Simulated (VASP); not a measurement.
Input of a VASP 6.6.1 run:

File INCAR:

```
ALGO = Normal ; EDIFF = 1E-6
ENCUT = 520 ; GGA = PE
ISIF = 2 ; ISMEAR = 0
LASPH = True ; LCHARG = True
LELF = True ; LREAL = False
LVHAR = True ; LWAVE = False
NBANDS = 16 ; NELM = 60
PREC = Accurate ; SIGMA = 0.01
```

Contents of KPOINTS:

```
k-points
0
Gamma
  6 6 6
```

POSCAR

```
GaN
1.0
    0.0000000000      2.2489526240      2.2489526240
    2.2489526240      0.0000000000      2.2489526240
    2.2489526240      2.2489526240      0.0000000000
Ga N
1 1
Direct
    0.0000000000      0.0000000000      0.0000000000
    0.7500000000      0.7500000000      0.7500000000
```

Potentials or basis: VASP PAW PBE potentials, release 64 (Ga_d, N).

Launch:

```console
$ cat potpaw_PBE.64/Ga_d/POTCAR potpaw_PBE.64/N/POTCAR > POTCAR
$ mpirun -np 1 vasp_std > vasp.out
```

(1) What does it give for the pressure?

(2) Predict the band gap on the k mesh.

## Answers

(1) 6.2 GPa.

(2) 1.76 eV, direct.
